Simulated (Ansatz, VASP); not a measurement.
**HfN: VASP beside Ansatz**

The input INCAR:

```
SYSTEM = HfN
ALGO = Normal ; EDIFF = 1E-6
ENCUT = 600 ; GGA = PS
GGA_COMPAT = .False. ; ISIF = 2
ISMEAR = -1 ; LASPH = .True.
LCHARG = .False. ; LREAL = .False.
LWAVE = .False. ; NBANDS = 14
NELM = 120 ; PREC = Accurate
SIGMA = 0.05
```

The input KPOINTS:

```
k-points
0
Gamma
  8 8 8
  0 0 0
```

POSCAR

```
HfN
1.0
    0.0000000000      2.2560000000      2.2560000000
    2.2560000000      0.0000000000      2.2560000000
    2.2560000000      2.2560000000      0.0000000000
Hf N
1 1
Direct
    0.0000000000      0.0000000000      0.0000000000
    0.5000000000      0.5000000000      0.5000000000
```

input.yaml

```yaml
crystal:
  lattice:
    - [0.0, 2.256, 2.256]
    - [2.256, 0.0, 2.256]
    - [2.256, 2.256, 0.0]
  atoms:
    - { symbol: Hf, position: [0.0, 0.0, 0.0] }
    - { symbol: "N", position: [0.5, 0.5, 0.5] }
kpoints:
  mp_grid: { grid: [8, 8, 8] }
scf:
  occupations: { method: fermi_dirac, width: 0.05 }
hamiltonian:
  xc: pbesol
  pseudopotentials: { kind: all_electron, datasets: crystal }
output:
  forces: true
  stress: true
  eigenvalues: true
```

Alike in both runs: task single point; functional PBEsol; k mesh 8 × 8 × 8; occupations fermi-dirac, width 0.05 eV; no spin polarisation.

```csv
,VASP,Ansatz
version,VASP 6.6.1,Ansatz 0.2.0
potentials or method,"VASP PAW PBE potentials, release 64 (Hf_pv, N), cutoff 600 eV",all-electron PAW datasets made for the crystal
```

|  | VASP | Ansatz | Ansatz less VASP |
| --- | --- | --- | --- |
| gap on the k mesh at the Fermi level (eV) | none | none | - |
| pressure (GPa) | -4.0 | -1.6 | +2.35 |

VASP's potentials were made for PBE, not for PBEsol. A gap of «none» marks a metal or a gap that the smearing closes. Ansatz ran all-electron here, and VASP with PAW potentials.

Spin-orbit coupling is off throughout. Noted on Ansatz's run: the k mesh is thin for a metal, which can move the energy by tens of meV per atom.
